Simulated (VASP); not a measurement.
Write the native input for VASP 6.6.1 that does the following.

| Quantity | Value |
| --- | --- |
| Task | single point |
| Functional | r2SCAN |
| Potentials or basis | VASP PAW PBE potentials, release 64 (Ga_d, N) |
| Cutoff | 520 eV |
| k mesh | 10 × 10 × 10 |
| Occupations | gaussian, width 0.05 eV |
| Spin | no spin polarisation |
| Dipole correction | no |
| Further INCAR settings | ALGO = Normal; EDIFF = 1e-06; NBANDS = 16 |

GaN:

```
Ga N
1.0
     0.00000    2.25350    2.28730
     2.25350    0.00000    2.28730
     2.25350    2.25350    0.00000
Ga N
1 1
Direct
  0.00000 0.00000 0.00000
  0.75000 0.75000 0.75000
```

This cell differs from its parent crystal: strain +0.0150 x Voigt [0, 0, 1, 0, 0, 0].

These files were run (other wordings do the same):

POSCAR

```
GaN
1.0
    0.0000000000      2.2535006075      2.2873031166
    2.2535006075      0.0000000000      2.2873031166
    2.2535006075      2.2535006075      0.0000000000
Ga N
1 1
Direct
    0.0000000000      0.0000000000      0.0000000000
    0.7500000000      0.7500000000      0.7500000000
```

INCAR.step1

```
SYSTEM = GaN
PREC = Accurate ; ENCUT = 520
ISMEAR = 0 ; SIGMA = 0.05
LREAL = .False. ; LASPH = .True.
NELM = 100 ; NBANDS = 16
GGA = PE ; ALGO = Normal
EDIFF = 1E-4 ; LWAVE = .True.
LCHARG = .False.
```

INCAR.step2

```
SYSTEM = GaN
PREC = Accurate ; ENCUT = 520
EDIFF = 1E-6 ; ISMEAR = 0
SIGMA = 0.05 ; LREAL = .False.
LASPH = .True. ; NELM = 100
ALGO = Normal ; ISIF = 2
LWAVE = .False. ; LCHARG = .True.
METAGGA = R2SCAN ; LMIXTAU = .True.
LELF = .True. ; LVHAR = .True.
NBANDS = 16 ; ISTART = 1
```

KPOINTS

```
Automatic mesh
0
Gamma
  10 10 10
  0 0 0
```

Potentials or basis: VASP PAW PBE potentials, release 64 (Ga_d, N).

Run with:

```sh
$ cat potpaw_PBE.64/Ga_d/POTCAR potpaw_PBE.64/N/POTCAR > POTCAR
$ cp INCAR.step1 INCAR
$ mpirun -np 1 vasp_std > vasp.out
$ cp INCAR.step2 INCAR
$ mpirun -np 1 vasp_std > vasp.out
```

Results of the run:

```
Pressure               : -2.9 GPa
Band gap on the k mesh : 2.00 eV
```

Caveat: the cell differs from its parent crystal (strain +0.0150 x Voigt [0, 0, 1, 0, 0, 0]); the PAW data sets were made with another functional, which shifts forces and pressure a little.

It took 2.6 min on 1 thread of Intel Xeon 8259CL, on a shared host, peak memory 0.17 GiB.
